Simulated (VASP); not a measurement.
# V (Fmmm) in VASP: further runs, part 3 of 3

VASP 6.6.1.

**6. Single point, PBE**

This run uses another cell than the first one, of 13.94 Å³/atom, 1.002 times its volume.

Input file INCAR:

```
  PREC = Accurate
  ENCUT = 520
  EDIFF = 1E-6
  ISMEAR = 0
  SIGMA = 0.1
  LREAL = F
  LASPH = T
  NELM = 100
  ALGO = Normal
  ISIF = 2
  LWAVE = F
  LCHARG = T
  GGA = PE
  LELF = T
  LVHAR = T
  NBANDS = 20
```

Input file KPOINTS:

```
Automatic mesh
0
Gamma
  24 24 24
```

Input file POSCAR:

```
V
1.0
    0.0000000000      2.1821383250      4.4626562511
    1.4312234593      0.0000000000      4.4626562511
    1.4312234593      2.1821383250      0.0000000000
V
2
Direct
    0.8639776537      0.8639776537      0.1360223463
    0.1360223463      0.1360223463      0.8639776537
```

Potentials or basis: VASP PAW PBE potentials, release 64 (V_sv).

Command:

```console
$ cat potpaw_PBE.64/V_sv/POTCAR > POTCAR
$ mpirun -np 1 vasp_std > vasp.out
```

OUTCAR:

```text
PREC = Accurate
   ENCUT = 520
   EDIFF = 1E-6
   ISMEAR = 0
   LREAL = F
   LASPH = T
   NELM = 100
   ISIF = 2
   GGA = PE

 ion  position               nearest neighbor table
   1  0.864  0.864  0.136-   2 2.43   2 2.49   2 2.49
   2  0.136  0.136  0.864-   1 2.43   1 2.49   1 2.49

  LATTYP: Found a face centered orthorhombic cell.
 ALAT       =     2.8624469186
 B/A-ratio  =     1.5246664040
 C/A-ratio  =     3.1180709218

  Lattice vectors:

 A1 = (   0.0000000000,   2.1821383250,   4.4626562511)
 A2 = (   1.4312234593,   0.0000000000,   4.4626562511)
 A3 = (   1.4312234593,   2.1821383250,   0.0000000000)

Analysis of symmetry for initial positions (statically):
=====================================================================
 Subroutine PRICEL returns:
 Original cell was already a primitive cell.

 Routine SETGRP: Setting up the symmetry group for a
 face centered orthorhombic supercell.

 Subroutine GETGRP returns: Found  8 space group operations
 (whereof  8 operations were pure point group operations)
 out of a pool of  8 trial point group operations.

The static configuration has the point symmetry D_2h.

Analysis of symmetry for dynamics (positions and initial velocities):
=====================================================================
 Subroutine PRICEL returns:
 Original cell was already a primitive cell.

 Routine SETGRP: Setting up the symmetry group for a
 face centered orthorhombic supercell.

 Subroutine GETGRP returns: Found  8 space group operations
 (whereof  8 operations were pure point group operations)
 out of a pool of  8 trial point group operations.

The dynamic configuration has the point symmetry D_2h.

 Subroutine INISYM returns: Found  8 space group operations
 (whereof  8 operations are pure point group operations),
 and found     1 'primitive' translations

----------------------------------------------------------------------------------------

                                     Primitive cell

  volume of cell :      27.8749

  direct lattice vectors                    reciprocal lattice vectors
     0.000000000  2.182138325  4.462656251    -0.349351456  0.229133045  0.112040895
     1.431223459  0.000000000  4.462656251     0.349351456 -0.229133045  0.112040895
     1.431223459  2.182138325  0.000000000     0.349351456  0.229133045 -0.112040895

  length of vectors
     4.967597859  4.686544719  2.609622245     0.432552372  0.432552372  0.432552372

  position of ions in fractional coordinates (direct lattice)
     0.863977654  0.863977654  0.136022346
     0.136022346  0.136022346  0.863977654

  ion indices of the primitive-cell ions
   primitive index   ion index
                 1           1
                 2           2

----------------------------------------------------------------------------------------

 KPOINTS: Automatic mesh

Automatic generation of k-mesh.
 Grid dimensions read from file:
 generate k-points for:   24   24   24

 Generating k-lattice:

  Cartesian coordinates                     Fractional coordinates (reciprocal lattice)
    -0.014556311  0.009547210  0.004668371     0.041666667  0.000000000  0.000000000
     0.014556311 -0.009547210  0.004668371     0.000000000  0.041666667  0.000000000
     0.014556311  0.009547210 -0.004668371     0.000000000  0.000000000  0.041666667

  Length of vectors
     0.018023016  0.018023016  0.018023016

  Shift w.r.t. Gamma in fractional coordinates (k-lattice)
     0.000000000  0.000000000  0.000000000

 Subroutine IBZKPT returns following result:
 ===========================================

 Found   1963 irreducible k-points:

 Following reciprocal coordinates:
            Coordinates               Weight
  0.000000  0.000000  0.000000      1.000000
  0.041667  0.000000  0.000000      8.000000
  0.083333  0.000000  0.000000      8.000000
  0.125000  0.000000 -0.000000      8.000000
  0.166667  0.000000  0.000000      8.000000
  0.208333  0.000000  0.000000      8.000000
[... 16 lines left out ...]
  0.416667  0.041667 -0.000000      8.000000
  0.458333  0.041667  0.000000      8.000000
 [... further k-points ...]
   k-points           NKPTS =   1963   k-points in BZ     NKDIM =   1963   number of bands    NBANDS=     20
   number of dos      NEDOS =    301   number of ions     NIONS =      2
   total plane-waves  NPLWV =  28800
   dimension x,y,z NGX =    40 NGY =   36 NGZ =   20
   dimension x,y,z NGXF=    80 NGYF=   72 NGZF=   40
   ions per type =               2
   NGX,Y,Z   is equivalent  to a cutoff of  13.39, 12.77, 12.74 a.u.
   NGXF,Y,Z  is equivalent  to a cutoff of  26.77, 25.54, 25.48 a.u.
 SYSTEM =  unknown system
   PREC   = accura    normal or accurate (medium, high low for compatibility)
   ISTART =      0    job   : 0-new  1-cont  2-samecut
   ICHARG =      2    charge: 1-file 2-atom 10-const
   ISPIN  =      1    spin polarized calculation?
   LNONCOLLINEAR =      F non collinear calculations
   LSORBIT =      F    spin-orbit coupling
   LASPH  =      T    aspherical Exc in radial PAW
   ENCUT  =  520.0 eV  38.22 Ry    6.18 a.u.   9.24  8.71  4.85*2*pi/ulx,y,z
   NELM   =    100;   NELMIN=  2; NELMDL= -5     # of ELM steps
   EDIFF  = 0.1E-05   stopping-criterion for ELM
   LREAL  =      F    real-space projection
   EDIFFG = 0.1E-04   stopping-criterion for IOM
   NSW    =      0    number of steps for IOM
   IBRION =     -1    ionic relax: 0-MD 1-quasi-New 2-CG
   NFREE  =      0    steps in history (QN), initial steepest desc. (CG)
   ISIF   =      2    stress and relaxation
   ISYM   =      2    0-nonsym 1-usesym 2-fastsym
   POTIM  = 0.5000    time-step for ionic-motion
   TEBEG  =    0.0;   TEEND  =   0.0 temperature during run
   PSTRESS=    0.0 pullay stress
   NELECT =      26.0000    total number of electrons
   NUPDOWN=      -1.0000    fix difference up-down
   EMIN   =  10.00;   EMAX   =-10.00  energy-range for DOS
   EFERMI =   0.00;   METHOD = LEGACY
   ISMEAR =     0;   SIGMA  =   0.10  broadening in eV -4-tet -1-fermi 0-gaus
   EFERMI_NEDOS =   21; number of points for ismear=-14 and -15
   IALGO  =     38    algorithm
   IMIX   =      4    mixing-type and parameters
     AMIX     =   0.40;   BMIX     =  1.00
     AMIX_MAG =   1.60;   BMIX_MAG =  1.00
  volume/ion in A,a.u.               =      13.94        94.05
  Fermi-wavevector in a.u.,A,eV,Ry     =   1.599539  3.022691 34.810856  2.558526
  Thomas-Fermi vector in A             =   2.696816
   LORBIT       =      0    0 simple, 1 ext, 2 COOP (PROOUT), +10 PAW based schemes
   GGA     = PE    functional components
   LHFCALC =     F    Hartree Fock is set to
   AEXX    =    0.0000 exact exchange contribution
   IVDW    =     0    specifies the selected vdW correction
   LEPSILON=     F    determine dielectric tensor
   LRPA    =     F    only Hartree local field effects (RPA)
 non-spin polarized calculation
 Gauss-broadening in eV      SIGMA  =   0.10
  energy-cutoff  :      520.00
  volume of cell :       27.87
 maximum number of plane-waves:       768
 NGX is ok and might be reduce to    40
   NGX = 19   NGY = 17   NGZ =  9

 number of electron      25.9999994 magnetization

 Free energy of the ion-electron system (eV)
  ---------------------------------------------------
  ext. energy  EPLUGINS =         0.00000000
  ---------------------------------------------------
  free energy    TOTEN  =       -17.47071556 eV

  energy without entropy =      -17.45932354  energy(sigma->0) =      -17.46501955

 E-fermi :   9.6630     XC(G=0): -12.6675

 val. band max:        9.6630135719   @ k =   0.5000   0.0833   0.2083
 cond. band min:       9.6631530142   @ k =   0.3333   0.0000   0.2083
 fundamental gap:      0.0001394423
 Fermi energy:         9.6630284506

 k-point     1 :       0.0000    0.0000    0.0000
  band No.  band energies     occupation
      1     -54.4603      2.00000
      2     -54.2220      2.00000
      3     -28.8448      2.00000
      4     -27.9444      2.00000
      5     -27.7952      2.00000
      6     -27.7301      2.00000
[... 12 lines left out ...]
     19      11.9717      0.00000
     20      12.4222      0.00000

 k-point     2 :       0.0417    0.0000    0.0000
  band No.  band energies     occupation
      1     -54.4576      2.00000
      2     -54.2211      2.00000
      3     -28.8401      2.00000
      4     -27.9533      2.00000
      5     -27.8022      2.00000
      6     -27.7359      2.00000
[... 498 lines left out ...]
 k-point    24 :       0.4583    0.0417    0.0000
  band No.  band energies     occupation
      1     -54.2902      2.00000
      2     -54.1955      2.00000
      3     -28.6291      2.00000
      4     -28.5269      2.00000
      5     -28.2186      2.00000
      6     -27.9375      2.00000
[... 12 lines left out ...]
     19      12.8901      0.00000
     20      14.7696      0.00000

 [... further k-points ...]
[... 5 lines left out ...]
  --------------------------------------------------------------------------------------
  -------------------------------------------------------------------------------------
  Total        0.0479191      0.0370651      0.0618597     -0.0000000      0.0000000      0.0000000
  in kB        2.7542680      2.1304076      3.5555395     -0.0000000      0.0000000      0.0000000
  external PRESSURE =       2.8134050 kB  Pullay stress =       0.0000000 kB

 VOLUME and BASIS-vectors are now :
 -----------------------------------------------------------------------------
  energy-cutoff  :      520.00
  volume of cell :       27.87
      direct lattice vectors                 reciprocal lattice vectors
     0.000000000  2.182138325  4.462656251    -0.349351456  0.229133045  0.112040895
     1.431223459  0.000000000  4.462656251     0.349351456 -0.229133045  0.112040895
     1.431223459  2.182138325  0.000000000     0.349351456  0.229133045 -0.112040895

 POSITION                                       TOTAL-FORCE (eV/Angst)
 -----------------------------------------------------------------------------------
      1.43122      2.18214      7.71127         0.000000      0.000000      0.008710
      1.43122      2.18214      1.21404         0.000000      0.000000     -0.008710
 -----------------------------------------------------------------------------------
    total drift:                                0.000000     -0.000000      0.000000

  FREE ENERGIE OF THE ION-ELECTRON SYSTEM (eV)
  ---------------------------------------------------
  free  energy   TOTEN  =       -17.4707155559 eV

  energy  without entropy=      -17.4593235436  energy(sigma->0) =      -17.46501955
```

stdout:

```text
POSCAR found type information on POSCAR V
 POSCAR found :  1 types and       2 ions
 scaLAPACK will be used
 LDA part: xc-table for (Slater+PW92), standard interpolation
 POSCAR, INCAR and KPOINTS ok, starting setup
 FFT: planning ... GRIDC
 FFT: planning ... GRID_SOFT
 FFT: planning ... GRID
 WAVECAR not read
 entering main loop
```

It took 13 min on 1 thread of AMD EPYC 9R45 (Zen 5), shared host; peak memory 0.86 GiB.

What came out:

```
Free energy            : -17.4707 eV
Pressure               : 0.3 GPa
Largest force          : 0.009 eV/Å
Band gap on the k mesh : zero (band 13 reaches 9.96 eV, above the bottom of band 14 at 9.00 eV)
```

Forces in eV/Å, atoms in the order of the input:
```
V    0.000  0.000  0.009
V    0.000  0.000 -0.009
```

Levels at points of the mesh, in eV from the Fermi level:
```tsv
k point	band 11	band 12	band 13	band 14	band 15	band 16
(0.00, 0.00, 0.00)	-1.19	-0.62	-0.10	0.81	1.19	1.22
(0.50, 0.00, 0.00)	-1.83	-1.59	0.05	0.94	1.35	2.42
(0.50, 0.50, 0.00)	-2.03	-0.94	0.26	0.29	0.49	1.40
(0.50, 0.00, 0.50)	-2.49	0.01	0.18	0.94	1.35	2.07
(0.00, 0.50, 0.50)	-2.24	-1.84	-0.95	0.31	2.48	3.17
```

**7. Overview**

| task | spin | cell | k mesh | cutoff (eV) | gap on the mesh (eV) | pressure (GPa) | largest force (eV/Å) |
| --- | --- | --- | --- | --- | --- | --- | --- |
| single point | off | a = 4.993, b = 2.585, c = 4.729 Å, angles 80.3, 30.7, 69.0°, 2 atoms | 8 × 8 × 8 | 520 | none | 0.3 | 0.02 |
| relaxation of cell and atoms | off | relaxed from a = 4.740, b = 4.262, c = 2.935 Å, angles 80.1, 62.3, 37.6°, 2 atoms | 8 × 8 × 8 | 600 | none | 0.1 | 0.02 |
| single point | collinear, ferromagnetic start | a = 4.740, b = 4.262, c = 2.935 Å, angles 80.1, 62.3, 37.6°, 2 atoms | 8 × 8 × 8 | 520 | none | 130.9 | 0.06 |
| single point | off | a = 4.968, b = 4.687, c = 2.609 Å, angles 80.4, 68.5, 31.2°, 2 atoms | 24 × 24 × 24 | 520 | none | 0.3 | - |
| single point | off | a = 4.968, b = 4.687, c = 2.610 Å, angles 80.4, 68.4, 31.2°, 2 atoms | 24 × 24 × 24 | 520 | none | 0.3 | 0.01 |

Alike in all rows: level PBE; potentials or basis VASP PAW PBE potentials, release 64 (V_sv); smearing gaussian 0.1 eV.

Absolute energies hang on the potentials; compare differences alone.
